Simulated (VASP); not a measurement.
Set up this calculation in VASP 6.6.1, as the native input.

```
Task                   : single point
Functional             : PBE
Potentials or basis    : VASP PAW PBE potentials, release 64 (Cd, F)
Cutoff                 : 520 eV
k mesh                 : 6 × 6 × 6
Occupations            : gaussian, width 0.05 eV
Spin                   : no spin polarisation
Dipole correction      : no
Further INCAR settings : ALGO = Normal; EDIFF = 1e-07; NBANDS = 20
```

The structure of CdF2 lies in POSCAR:

```
CdF2
1.0
    0.0000000000      2.7407274121      2.7407274121
    2.7407274121      0.0000000000      2.7407274121
    2.7407274121      2.7407274121      0.0000000000
Cd F
1 2
Direct
    0.0000000000      0.0000000000      0.0000000000
    0.2500000000      0.2500000000      0.2500000000
    0.7500000000      0.7500000000      0.7500000000
```

The input as run:

INCAR

```
PREC     = Accurate       # precision mode
ENCUT    = 520            # plane-wave cutoff, eV
EDIFF    = 1E-7           # SCF threshold, eV
ISMEAR   = 0              # smearing method
SIGMA    = 0.05           # smearing width, eV
LREAL    = False          # projectors in reciprocal space
LASPH    = True           # aspherical terms in the spheres
NELM     = 80             # most SCF steps
ALGO     = Normal         # electronic algorithm
ISIF     = 2              # what is computed and relaxed
LWAVE    = False          # write WAVECAR
LCHARG   = False          # write CHGCAR
GGA      = PE             # functional
NBANDS   = 20             # bands
```

KPOINTS

```
regular mesh
0
Gamma
  6 6 6
```

Potentials or basis: VASP PAW PBE potentials, release 64 (Cd, F).

The run is started by

```sh
$ cat potpaw_PBE.64/Cd/POTCAR potpaw_PBE.64/F/POTCAR > POTCAR
$ mpirun -np 1 vasp_std > vasp.out
```

It gave:

* Pressure: 0.5 GPa
* Band gap on the k mesh: 2.90 eV (least direct gap 3.44 eV)

It took 8.2 s on 1 thread of Intel(R) Xeon(R) 6975P-C (Granite Rapids), on a shared host, peak memory 0.16 GiB.
